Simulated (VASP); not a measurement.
GaP, 2 atoms in the cell. The structure is cubic, space group F-43m (No. 216). Conventional cell: a = 5.495 Å, b = 5.495 Å, c = 5.495 Å, α = 90.00°, β = 90.00°, γ = 90.00°. Ga (site symmetry -43m) has 4 P at 2.38 Å within 3.1 Å. P (site symmetry -43m) has 4 Ga at 2.38 Å within 3.1 Å. 

```yaml
Program: VASP 6.6.1
Task: single point
Functional: r2SCAN
Potentials_or_basis: VASP PAW PBE potentials, release 64 (Ga_d, P)
Cutoff: 520 eV
k_mesh: 8 × 8 × 8
Occupations: gaussian, width 0.01 eV
Spin: no spin polarisation
Dipole_correction: no
Further_INCAR_settings: ALGO = Normal; EDIFF = 1e-06; NBANDS = 16
```

Potentials or basis: VASP PAW PBE potentials, release 64 (Ga_d, P).

The run is started by

```sh
$ cat potpaw_PBE.64/Ga_d/POTCAR potpaw_PBE.64/P/POTCAR > POTCAR
$ cp INCAR.step1 INCAR
$ mpirun -np 1 vasp_std > vasp.out
$ cp INCAR.step2 INCAR
$ mpirun -np 1 vasp_std > vasp.out
```

Hardware: 1 thread of Intel Xeon 8259CL (shared host).

Problem. How long does it take, and how much memory?

Solution. It took 2.5 min on 1 thread of Intel Xeon 8259CL, on a shared host, peak memory 0.18 GiB. Counts: k points 29.
